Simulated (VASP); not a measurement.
# Al2O3 (P-3m1) in VASP: further runs

The runs below take Al2O3 through single point, with r2SCAN.

Everything below comes from runs of VASP 6.6.1. Logs are shortened: lines on timing, memory, paths and dates and some standing lists are left out, and cuts for length are marked.

**1. The cell of the first run**

Symmetry: P-3m1, No. 164, trigonal system. The conventional cell has a = 3.259 Å, b = 3.259 Å, c = 7.272 Å, α = 90.00°, β = 90.00°, γ = 120.00°. Al (site symmetry 3m) has 4 O at 1.61 to 1.97 Å within 2.1 Å. Within 2.6 Å of O (site symmetry 3m) lie 3 Al at 1.97 Å. Within 2.1 Å of O (site symmetry -3m) lie 2 Al at 1.61 Å.

**2. Single point, r2SCAN (strain +0.080 along x and y, -0.040 along z)**

Contents of POSCAR:

```
Al2O3
1.0
    3.2588811475      0.0000000000      0.0000000000
   -1.6294405738      2.8222738617      0.0000000000
    0.0000000000      0.0000000000      7.2716505621
Al O
2 3
Direct
    0.0000000000      0.0000000000      0.2779510000
    0.0000000000      0.0000000000      0.7220490000
    0.3333333333      0.6666666667      0.1994540000
    0.6666666667      0.3333333333      0.8005460000
    0.0000000000      0.0000000000      0.5000000000
```

Contents of INCAR.step1:

```
SYSTEM = Al2O3
PREC = Accurate
ENCUT = 520
ISMEAR = 0
SIGMA = 0.05
LREAL = .FALSE.
LASPH = .TRUE.
NELM = 100
NBANDS = 20
GGA = PE
ALGO = Normal
EDIFF = 1E-4
LWAVE = .TRUE.
LCHARG = .FALSE.
```

Contents of INCAR.step2:

```
SYSTEM = Al2O3
PREC = Accurate
ENCUT = 520
EDIFF = 1E-6
ISMEAR = 0
SIGMA = 0.05
LREAL = .FALSE.
LASPH = .TRUE.
NELM = 100
ALGO = Normal
ISIF = 2
LWAVE = .FALSE.
LCHARG = .FALSE.
METAGGA = R2SCAN
LMIXTAU = .TRUE.
NBANDS = 20
ISTART = 1
```

Contents of KPOINTS:

```
Automatic mesh
0
G
  12 12 4
  0 0 0
```

Potentials or basis: VASP PAW PBE potentials, release 64 (Al, O).

Started as:

```
$ cat potpaw_PBE.64/Al/POTCAR potpaw_PBE.64/O/POTCAR > POTCAR
$ cp INCAR.step1 INCAR
$ mpirun -np 1 vasp_std > vasp.out
$ cp INCAR.step2 INCAR
$ mpirun -np 1 vasp_std > vasp.out
```

OUTCAR:

```text
SYSTEM = Al2O3
   PREC = Accurate
   ENCUT = 520
   EDIFF = 1E-6
   ISMEAR = 0
   LREAL = .FALSE.
   LASPH = .TRUE.
   NELM = 100
   ISIF = 2
   METAGGA = R2SCAN
   ISTART = 1

 ion  position               nearest neighbor table
   1  0.000  0.000  0.278-   5 1.61   3 1.97   3 1.97   3 1.97   2 3.23
   2  0.000  0.000  0.722-   5 1.61   4 1.97   4 1.97   4 1.97   1 3.23
   3  0.333  0.667  0.199-   1 1.97   1 1.97   1 1.97
   4  0.667  0.333  0.801-   2 1.97   2 1.97   2 1.97
   5  0.000  0.000  0.500-   1 1.61   2 1.61

  LATTYP: Found a hexagonal cell.
 ALAT       =     3.2588811475
 C/A-ratio  =     2.2313334648

  Lattice vectors:

 A1 = (   3.2588811475,   0.0000000000,   0.0000000000)
 A2 = (  -1.6294405738,   2.8222738617,   0.0000000000)
 A3 = (   0.0000000000,   0.0000000000,   7.2716505621)

Analysis of symmetry for initial positions (statically):
=====================================================================
 Subroutine PRICEL returns:
 Original cell was already a primitive cell.

 Routine SETGRP: Setting up the symmetry group for a
 hexagonal supercell.

 Subroutine GETGRP returns: Found 12 space group operations
 (whereof 12 operations were pure point group operations)
 out of a pool of 24 trial point group operations.

The static configuration has the point symmetry D_3d.

Analysis of symmetry for dynamics (positions and initial velocities):
=====================================================================
 Subroutine PRICEL returns:
 Original cell was already a primitive cell.

 Routine SETGRP: Setting up the symmetry group for a
 hexagonal supercell.

 Subroutine GETGRP returns: Found 12 space group operations
 (whereof 12 operations were pure point group operations)
 out of a pool of 24 trial point group operations.

The dynamic configuration has the point symmetry D_3d.

 Subroutine INISYM returns: Found 12 space group operations
 (whereof 12 operations are pure point group operations),
 and found     1 'primitive' translations

----------------------------------------------------------------------------------------

                                     Primitive cell

  volume of cell :      66.8807

  direct lattice vectors                    reciprocal lattice vectors
     3.258881147  0.000000000  0.000000000     0.306853780  0.177162113  0.000000000
    -1.629440574  2.822273862  0.000000000     0.000000000  0.354324225  0.000000000
     0.000000000  0.000000000  7.271650562     0.000000000  0.000000000  0.137520360

  length of vectors
     3.258881147  3.258881148  7.271650562     0.354324225  0.354324225  0.137520360

  position of ions in fractional coordinates (direct lattice)
     0.000000000  0.000000000  0.277951000
     0.000000000  0.000000000  0.722049000
     0.333333333  0.666666667  0.199454000
     0.666666667  0.333333333  0.800546000
     0.000000000  0.000000000  0.500000000

  ion indices of the primitive-cell ions
   primitive index   ion index
                 1           1
                 2           2
                 3           3
                 4           4
                 5           5

----------------------------------------------------------------------------------------

 KPOINTS: Automatic mesh

Automatic generation of k-mesh.
 Grid dimensions read from file:
 generate k-points for:   12   12    4

 Generating k-lattice:

  Cartesian coordinates                     Fractional coordinates (reciprocal lattice)
     0.025571148  0.014763509  0.000000000     0.083333333 -0.000000000  0.000000000
     0.000000000  0.029527019  0.000000000     0.000000000  0.083333333  0.000000000
     0.000000000  0.000000000  0.034380090     0.000000000  0.000000000  0.250000000

  Length of vectors
     0.029527019  0.029527019  0.034380090

  Shift w.r.t. Gamma in fractional coordinates (k-lattice)
     0.000000000  0.000000000  0.000000000

 Subroutine IBZKPT returns following result:
 ===========================================

 Found     69 irreducible k-points:

 Following reciprocal coordinates:
            Coordinates               Weight
  0.000000  0.000000  0.000000      1.000000
  0.083333  0.000000  0.000000      6.000000
  0.166667  0.000000  0.000000      6.000000
  0.250000  0.000000  0.000000      6.000000
  0.333333  0.000000  0.000000      6.000000
  0.416667  0.000000  0.000000      6.000000
[... 16 lines left out ...]
  0.166667  0.000000  0.250000      6.000000
  0.000000  0.166667  0.250000      6.000000
 [... further k-points ...]
   k-points           NKPTS =     69   k-points in BZ     NKDIM =     69   number of bands    NBANDS=     20
   number of dos      NEDOS =    301   number of ions     NIONS =      5
   total plane-waves  NPLWV =  31104
   dimension x,y,z NGX =    24 NGY =   24 NGZ =   54
   dimension x,y,z NGXF=    48 NGYF=   48 NGZF=  108
   ions per type =               2   3
   NGX,Y,Z   is equivalent  to a cutoff of  12.24, 12.24, 12.35 a.u.
   NGXF,Y,Z  is equivalent  to a cutoff of  24.49, 24.49, 24.69 a.u.
 SYSTEM =  Al2O3
   PREC   = accura    normal or accurate (medium, high low for compatibility)
   ISTART =      1    job   : 0-new  1-cont  2-samecut
   ICHARG =      0    charge: 1-file 2-atom 10-const
   ISPIN  =      1    spin polarized calculation?
   LNONCOLLINEAR =      F non collinear calculations
   LSORBIT =      F    spin-orbit coupling
   LASPH  =      T    aspherical Exc in radial PAW
   ENCUT  =  520.0 eV  38.22 Ry    6.18 a.u.   6.06  6.06 13.52*2*pi/ulx,y,z
   NELM   =    100;   NELMIN=  2; NELMDL=  0     # of ELM steps
   EDIFF  = 0.1E-05   stopping-criterion for ELM
   LREAL  =      F    real-space projection
   EDIFFG = 0.1E-04   stopping-criterion for IOM
   NSW    =      0    number of steps for IOM
   IBRION =     -1    ionic relax: 0-MD 1-quasi-New 2-CG
   NFREE  =      0    steps in history (QN), initial steepest desc. (CG)
   ISIF   =      2    stress and relaxation
   ISYM   =      2    0-nonsym 1-usesym 2-fastsym
   POTIM  = 0.5000    time-step for ionic-motion
   TEBEG  =    0.0;   TEEND  =   0.0 temperature during run
   PSTRESS=    0.0 pullay stress
   NELECT =      24.0000    total number of electrons
   NUPDOWN=      -1.0000    fix difference up-down
   EMIN   =  10.00;   EMAX   =-10.00  energy-range for DOS
   EFERMI =   0.00;   METHOD = LEGACY
   ISMEAR =     0;   SIGMA  =   0.05  broadening in eV -4-tet -1-fermi 0-gaus
   EFERMI_NEDOS =   21; number of points for ismear=-14 and -15
   IALGO  =     38    algorithm
   IMIX   =      4    mixing-type and parameters
     AMIX     =   0.40;   BMIX     =  1.00
     AMIX_MAG =   1.60;   BMIX_MAG =  1.00
  volume/ion in A,a.u.               =      13.38        90.27
  Fermi-wavevector in a.u.,A,eV,Ry     =   1.163353  2.198419 18.414006  1.353391
  Thomas-Fermi vector in A             =   2.299904
   LORBIT       =      0    0 simple, 1 ext, 2 COOP (PROOUT), +10 PAW based schemes
   METAGGA = R2SCAN    functional components
   LHFCALC =     F    Hartree Fock is set to
   AEXX    =    0.0000 exact exchange contribution
   IVDW    =     0    specifies the selected vdW correction
   LEPSILON=     F    determine dielectric tensor
   LRPA    =     F    only Hartree local field effects (RPA)
 non-spin polarized calculation
 Gauss-broadening in eV      SIGMA  =   0.05
  energy-cutoff  :      520.00
  volume of cell :       66.88
 maximum number of plane-waves:      1826
   NGX = 13   NGY = 13   NGZ = 27

 number of electron      24.0000018 magnetization

 Free energy of the ion-electron system (eV)
  ---------------------------------------------------
  ext. energy  EPLUGINS =         0.00000000
  ---------------------------------------------------
  free energy    TOTEN  =       -45.41655961 eV

  energy without entropy =      -45.41655961  energy(sigma->0) =      -45.41655961

 E-fermi :   1.6579     XC(G=0):  -9.6782

 val. band max:        1.3658142689   @ k =   0.0000   0.0000   0.0000
 cond. band min:       4.6285336739   @ k =   0.0000   0.0000   0.0000
 fundamental gap:      3.2627194050
 Fermi energy:         1.6579036693

 k-point     1 :       0.0000    0.0000    0.0000
  band No.  band energies     occupation
      1     -16.9830      2.00000
      2     -16.5699      2.00000
      3     -15.7088      2.00000
      4      -3.2624      2.00000
      5      -0.9509      2.00000
      6      -0.6242      2.00000
[... 12 lines left out ...]
     19      14.0332      0.00000
     20      14.4578      0.00000

 k-point     2 :       0.0833    0.0000    0.0000
  band No.  band energies     occupation
      1     -16.9421      2.00000
      2     -16.5401      2.00000
      3     -15.7010      2.00000
      4      -3.2651      2.00000
      5      -1.0337      2.00000
      6      -0.8028      2.00000
[... 12 lines left out ...]
     19      14.2292      0.00000
     20      14.6068      0.00000

 k-point     3 :       0.1667    0.0000    0.0000
  band No.  band energies     occupation
      1     -16.8262      2.00000
      2     -16.4576      2.00000
      3     -15.6818      2.00000
      4      -3.2999      2.00000
      5      -1.5379      2.00000
      6      -1.1920      2.00000
[... 12 lines left out ...]
     19      14.5067      0.00000
     20      14.8691      0.00000

 k-point     4 :       0.2500    0.0000    0.0000
  band No.  band energies     occupation
      1     -16.6539      2.00000
      2     -16.3428      2.00000
      3     -15.6636      2.00000
      4      -3.4316      2.00000
      5      -2.2117      2.00000
      6      -1.5644      2.00000
[... 429 lines left out ...]
 k-point    23 :       0.1667    0.0000    0.2500
  band No.  band energies     occupation
      1     -16.7983      2.00000
      2     -16.5014      2.00000
      3     -15.6655      2.00000
      4      -3.3031      2.00000
      5      -1.5161      2.00000
      6      -1.3047      2.00000
[... 12 lines left out ...]
     19      14.4141      0.00000
     20      15.3270      0.00000

 k-point    24 :       0.0000    0.1667    0.2500
  band No.  band energies     occupation
      1     -16.7965      2.00000
      2     -16.5043      2.00000
      3     -15.6643      2.00000
      4      -3.3145      2.00000
      5      -1.5266      2.00000
      6      -1.3345      2.00000
[... 12 lines left out ...]
     19      14.4812      0.00000
     20      15.2414      0.00000

 [... further k-points ...]
[... 5 lines left out ...]
  --------------------------------------------------------------------------------------
  -------------------------------------------------------------------------------------
  Total      -11.9521674    -11.9521674      6.0249231      0.0000000      0.0000000     -0.0000000
  in kB     -286.3232221   -286.3232221    144.3315966      0.0000000      0.0000000     -0.0000000
  external PRESSURE =    -142.7716158 kB  Pullay stress =       0.0000000 kB

 VOLUME and BASIS-vectors are now :
 -----------------------------------------------------------------------------
  energy-cutoff  :      520.00
  volume of cell :       66.88
      direct lattice vectors                 reciprocal lattice vectors
     3.258881147  0.000000000  0.000000000     0.306853780  0.177162113  0.000000000
    -1.629440574  2.822273862  0.000000000     0.000000000  0.354324225  0.000000000
     0.000000000  0.000000000  7.271650562     0.000000000  0.000000000  0.137520360

 POSITION                                       TOTAL-FORCE (eV/Angst)
 -----------------------------------------------------------------------------------
      0.00000      0.00000      2.02116        -0.000000      0.000000     -3.033892
      0.00000      0.00000      5.25049         0.000000     -0.000000      3.033892
     -0.00000      1.88152      1.45036         0.000000     -0.000000      0.889842
      1.62944      0.94076      5.82129        -0.000000     -0.000000     -0.889842
      0.00000      0.00000      3.63583         0.000000     -0.000000      0.000000
 -----------------------------------------------------------------------------------
    total drift:                                0.000000      0.000000      0.000000

  FREE ENERGIE OF THE ION-ELECTRON SYSTEM (eV)
  ---------------------------------------------------
  free  energy   TOTEN  =       -45.4165596078 eV

  energy  without entropy=      -45.4165596078  energy(sigma->0) =      -45.41655961
```

Wall time 2.2 min (1 thread of Intel Xeon 6975P-C (Granite Rapids), shared host); peak memory 0.22 GiB.

What came out:

```yaml
Free_energy: -45.4166 eV
Pressure: -14.3 GPa
Largest_force: 3.034 eV/Å
Band_gap_on_the_k_mesh: 3.26 eV, direct
```

Forces in eV/Å, atoms in the order of the input:
```
Al   0.000  0.000 -3.034
Al   0.000  0.000  3.034
O    0.000  0.000  0.890
O    0.000  0.000 -0.890
O    0.000  0.000  0.000
```

Stress tensor (GPa, compression positive):
```
-28.63   0.00   0.00
  0.00 -28.63   0.00
  0.00   0.00  14.43
```

Caveat: the cell differs from its parent crystal (strain +0.080 along x and y, -0.040 along z); the PAW data sets were made with another functional, which shifts forces and pressure a little. A k mesh can miss the band edges.

**3. Single point, r2SCAN (strain +0.040 along x and y, +0.040 along z)**

POSCAR, as its differences from that of step 2:

```diff
@@ -2,5 +2,5 @@
 1.0
-    3.2588811475      0.0000000000      0.0000000000
-   -1.6294405738      2.8222738617      0.0000000000
-    0.0000000000      0.0000000000      7.2716505621
+    3.1381818458      0.0000000000      0.0000000000
+   -1.5690909229      2.7177452001      0.0000000000
+    0.0000000000      0.0000000000      7.8776214423
 Al O
```

Contents of INCAR.step1:

```
SYSTEM = Al2O3
ALGO = Normal
EDIFF = 1E-4
ENCUT = 520
GGA = PE
ISMEAR = 0
LASPH = .TRUE.
LCHARG = .FALSE.
LREAL = .FALSE.
LWAVE = .TRUE.
NBANDS = 20
NELM = 80
PREC = Accurate
SIGMA = 0.05
```

Contents of INCAR.step2:

```
SYSTEM = Al2O3
ALGO = Normal
EDIFF = 1E-6
ENCUT = 520
ISIF = 2
ISMEAR = 0
ISTART = 1
LASPH = .TRUE.
LCHARG = .TRUE.
LELF = .TRUE.
LMIXTAU = .TRUE.
LREAL = .FALSE.
LVHAR = .TRUE.
LWAVE = .FALSE.
METAGGA = R2SCAN
NBANDS = 20
NELM = 80
PREC = Accurate
SIGMA = 0.05
```

Contents of KPOINTS:

```
k-points
0
G
  12 12 4
  0 0 0
```

Potentials or basis: VASP PAW PBE potentials, release 64 (Al, O).

Started as:

```
$ cat potpaw_PBE.64/Al/POTCAR potpaw_PBE.64/O/POTCAR > POTCAR
$ cp INCAR.step1 INCAR
$ mpirun -np 1 vasp_std > vasp.out
$ cp INCAR.step2 INCAR
$ mpirun -np 1 vasp_std > vasp.out
```

It took 1.8 min on 1 thread of Intel Xeon 6975P-C (Granite Rapids), shared host; peak memory 0.22 GiB.

The run converged. Its results:

```
Free energy            : -45.9864 eV
Pressure               : -20.2 GPa
Largest force          : 1.200 eV/Å
Band gap on the k mesh : 2.12 eV, direct
```

Forces on the atoms (eV/Å):
```
Al   0.000  0.000  1.084
Al   0.000  0.000 -1.084
O    0.000  0.000  1.200
O    0.000  0.000 -1.200
O    0.000  0.000  0.000
```

Stress tensor (GPa, compression positive):
```
-18.79   0.00   0.00
  0.00 -18.79   0.00
  0.00   0.00 -22.97
```

Levels at points of the mesh, in eV from the valence-band top:
| k point | band 10 | band 11 | band 12 | band 13 | band 14 | band 15 |
| --- | --- | --- | --- | --- | --- | --- |
| (0.00, 0.00, 0.00) | -2.34 | 0.00 | 0.00 | 2.12 | 4.04 | 7.33 |
| (0.50, 0.00, 0.00) | -3.04 | -1.61 | -0.41 | 4.95 | 6.31 | 7.96 |
| (0.00, 0.00, 0.50) | -2.98 | 0.00 | 0.00 | 3.06 | 3.07 | 8.13 |
| (0.50, 0.00, 0.50) | -3.22 | -1.57 | -0.41 | 5.33 | 5.80 | 7.84 |

Caveat: the cell differs from its parent crystal (strain +0.040 along x and y, +0.040 along z); the PAW data sets were made with another functional, which shifts forces and pressure a little.

**4. Single point, r2SCAN (strain +0.080 along x and y, +0.000 along z)**

POSCAR, as its differences from that of step 3:

```diff
@@ -2,5 +2,5 @@
 1.0
-    3.1381818458      0.0000000000      0.0000000000
-   -1.5690909229      2.7177452001      0.0000000000
-    0.0000000000      0.0000000000      7.8776214423
+    3.2588811475      0.0000000000      0.0000000000
+   -1.6294405738      2.8222738617      0.0000000000
+    0.0000000000      0.0000000000      7.5746360022
 Al O
```

Contents of INCAR.step1:

```
SYSTEM = Al2O3
  PREC = Accurate
  ENCUT = 520
  ISMEAR = 0
  SIGMA = 0.05
  LREAL = .False.
  LASPH = .True.
  NELM = 60
  NBANDS = 20
  GGA = PE
  ALGO = Normal
  EDIFF = 1E-4
  LWAVE = .True.
  LCHARG = .False.
```

Contents of INCAR.step2:

```
SYSTEM = Al2O3
  PREC = Accurate
  ENCUT = 520
  EDIFF = 1E-6
  ISMEAR = 0
  SIGMA = 0.05
  LREAL = .False.
  LASPH = .True.
  NELM = 60
  ALGO = Normal
  ISIF = 2
  LWAVE = .False.
  LCHARG = .False.
  METAGGA = R2SCAN
  LMIXTAU = .True.
  NBANDS = 20
  ISTART = 1
```

Contents of KPOINTS:

```
Automatic mesh
0
Gamma
  12 12 4
  0 0 0
```

Started as:

```
$ cat potpaw_PBE.64/Al/POTCAR potpaw_PBE.64/O/POTCAR > POTCAR
$ cp INCAR.step1 INCAR
$ mpirun -np 1 vasp_std > vasp.out
$ cp INCAR.step2 INCAR
$ mpirun -np 1 vasp_std > vasp.out
```

Wall time 2 min (1 thread of Intel Xeon 6975P-C (Granite Rapids), shared host); peak memory 0.23 GiB.

It converged, with:

* Free energy: -45.4777 eV
* Pressure: -20.8 GPa
* Largest force: 1.171 eV/Å
* Band gap on the k mesh: 2.62 eV, direct

Forces on the atoms (eV/Å):
```
Al   0.000  0.000 -0.750
Al   0.000  0.000  0.750
O    0.000  0.000  1.171
O    0.000  0.000 -1.171
O    0.000  0.000  0.000
```

Stress tensor (GPa, compression positive):
```
-27.86   0.00   0.00
  0.00 -27.86   0.00
  0.00   0.00  -6.59
```

Levels at points of the mesh, in eV from the valence-band top:
| k point | band 10 | band 11 | band 12 | band 13 | band 14 | band 15 |
| --- | --- | --- | --- | --- | --- | --- |
| (0.00, 0.00, 0.00) | -1.22 | 0.00 | 0.00 | 2.62 | 4.53 | 8.05 |
| (0.50, 0.00, 0.00) | -1.72 | -0.76 | -0.29 | 5.67 | 7.02 | 8.37 |
| (0.00, 0.00, 0.50) | -2.04 | 0.00 | 0.00 | 3.47 | 3.70 | 8.75 |
| (0.50, 0.00, 0.50) | -1.93 | -0.68 | -0.29 | 6.15 | 6.35 | 8.51 |

Caveat: the cell differs from its parent crystal (strain +0.080 along x and y, +0.000 along z); the PAW data sets were made with another functional, which shifts forces and pressure a little.

**5. Overview**

```csv
cell,gap on the mesh (eV),pressure (GPa),largest force (eV/Å)
"a = 3.259, b = 3.259, c = 7.272 Å, angles 90.0, 90.0, 120.0°, 5 atoms",3.26,-14.3,3.03
"a = 3.138, b = 3.138, c = 7.878 Å, angles 90.0, 90.0, 120.0°, 5 atoms",2.12,-20.2,1.20
"a = 3.259, b = 3.259, c = 7.575 Å, angles 90.0, 90.0, 120.0°, 5 atoms",2.62,-20.8,1.17
```

Alike in all rows: task single point; level r2SCAN; potentials or basis VASP PAW PBE potentials, release 64 (Al, O); no spin polarisation; k mesh 12 × 12 × 4; cutoff (eV) 520; smearing gaussian 0.05 eV.

Caveats: the PAW data sets were made with another functional, which shifts forces and pressure a little.

Absolute energies hang on the potentials; compare differences alone.
